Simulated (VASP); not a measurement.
Co14NiW5: single point with PBE

The system is Co14NiW5.

```
Co W Ni
1.0
     6.40671   -0.06390   -0.26338
    -0.06390    6.15581    0.05456
    -0.26338    0.05456    6.63806
Co W Ni
14 5 1
Direct
  0.75830 0.99863 0.53853
  0.60837 0.26548 0.69455
  0.27496 0.50976 0.83572
  0.33268 0.46088 0.18159
  0.47122 0.55586 0.52012
  0.54832 0.14464 0.19880
  0.23987 0.84696 0.07277
  0.91194 0.24269 0.89769
  0.99963 0.52253 0.08179
  0.61201 0.43822 0.99340
  0.39993 0.99746 0.50552
  0.63496 0.76883 0.23818
  0.85453 0.54227 0.72793
  0.30937 0.12523 0.86497
  0.10576 0.65300 0.44830
  0.08094 0.87355 0.74447
  0.69308 0.88015 0.88366
  0.94149 0.98252 0.17117
  0.72082 0.41262 0.35721
  0.04766 0.27617 0.53132
```

* Program: VASP 6.6.1
* Task: single point
* Functional: PBE
* Potentials or basis: VASP PAW PBE potentials, release 64 (Co, W_sv, Ni)
* Cutoff: 400 eV
* k mesh: 1 × 1 × 1, shifted
* Occupations: fermi-dirac, width 0.2025 eV
* Spin: no spin polarisation

| Property | Result |
| --- | --- |
| Pressure | 2.5 GPa |
| Largest force | 3.998 eV/Å |

Forces on the atoms (eV/Å):
```
Co   1.326 -0.817 -1.656
Co  -1.262 -0.629  0.353
Co  -0.777  0.319 -1.013
Co  -0.100 -0.180  1.361
Co  -1.324  2.259  1.815
Co  -1.448 -2.563 -0.791
Co   2.815 -1.896  2.114
Co   0.792 -2.328 -0.909
Co  -0.966  2.148  0.979
Co   0.646  1.675 -1.164
Co  -1.482 -0.663  0.059
Co  -0.770 -0.352 -0.051
Co  -0.656  1.803 -0.918
Co   1.952  2.234 -0.094
W    0.542 -0.222 -3.302
W   -0.898  0.670  0.786
W   -3.278 -0.563 -1.089
W    0.930  1.708  2.656
W    2.682 -1.183  0.332
Ni   1.278 -1.420  0.533
```

Stress tensor (GPa, compression positive):
```
1.17 1.39 3.28
1.39 4.01 1.31
3.28 1.31 2.42
```

Levels at points of the mesh, in eV from the Fermi level:
```csv
k point,band 101,band 102,band 103,band 104,band 105,band 106
"(0.25, 0.25, 0.25)",-0.16,-0.12,0.00,0.01,0.06,0.11
```

It took 3.5 min on 1 thread of AMD EPYC 7R13, on a shared host, peak memory 0.25 GiB.

Caveat: the atoms stand as in a frame of molecular dynamics; spin-orbit coupling is left out, which moves the levels of the heavy elements; the run has no spin polarisation, though such a crystal can be magnetic. Spin polarisation is off, so any magnetic state and its effect on volume and gap are missing.
